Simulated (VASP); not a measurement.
Input of a VASP 6.6.1 run:

The input POSCAR:

```
WAu
1.0
    0.0000000000      2.7479792600      2.7479792600
    2.7479792600      0.0000000000      2.7479792600
    2.7479792600      2.7479792600      0.0000000000
W Au
1 1
Direct
    0.0000000000      0.0000000000      0.0000000000
    0.7500000000      0.7500000000      0.7500000000
```

Contents of INCAR.step1:

```
SYSTEM = WAu
PREC = Accurate ; ENCUT = 520
EDIFF = 1E-5 ; ISMEAR = -1
SIGMA = 0.05 ; LREAL = .False.
LASPH = .True. ; NELM = 100
ALGO = Normal ; ISIF = 2
LWAVE = .True. ; NBANDS = 20
GGA = PE
```

File INCAR.step2:

```
SYSTEM = WAu
PREC = Accurate ; ENCUT = 520
EDIFF = 1E-6 ; ISMEAR = -1
SIGMA = 0.05 ; LREAL = .False.
LASPH = .True. ; NELM = 100
ALGO = Normal ; ISIF = 2
LWAVE = .False. ; LCHARG = .True.
GGA = PE ; LHFCALC = .True.
AEXX = 1.0 ; ALDAC = 0.0
AGGAC = 0.0 ; PRECFOCK = Normal
LELF = .True. ; LVHAR = .True.
NBANDS = 20 ; ISTART = 1
```

File KPOINTS:

```
Automatic mesh
0
Gamma
  4 4 4
  0 0 0
```

Potentials or basis: VASP PAW PBE potentials, release 64 (W_sv, Au).

Run with:

```bash
$ cat potpaw_PBE.64/W_sv/POTCAR potpaw_PBE.64/Au/POTCAR > POTCAR
$ cp INCAR.step1 INCAR
$ mpirun -np 1 vasp_std > vasp.out
$ cp INCAR.step2 INCAR
$ mpirun -np 1 vasp_std > vasp.out
```

Problem. Predict the band gap on the k mesh.

Solution. Zero (an odd number of electrons rules out a gap without spin polarisation).

Problem. Predict the pressure.

Solution. 35.6 GPa.

Caveat: the k points lie up to 0.50 Å⁻¹ apart, too coarse for converged energies and pressures of a metal; the PAW data sets were made with another functional, which shifts forces and pressure a little; spin-orbit coupling is left out, which moves the levels of the heavy elements.
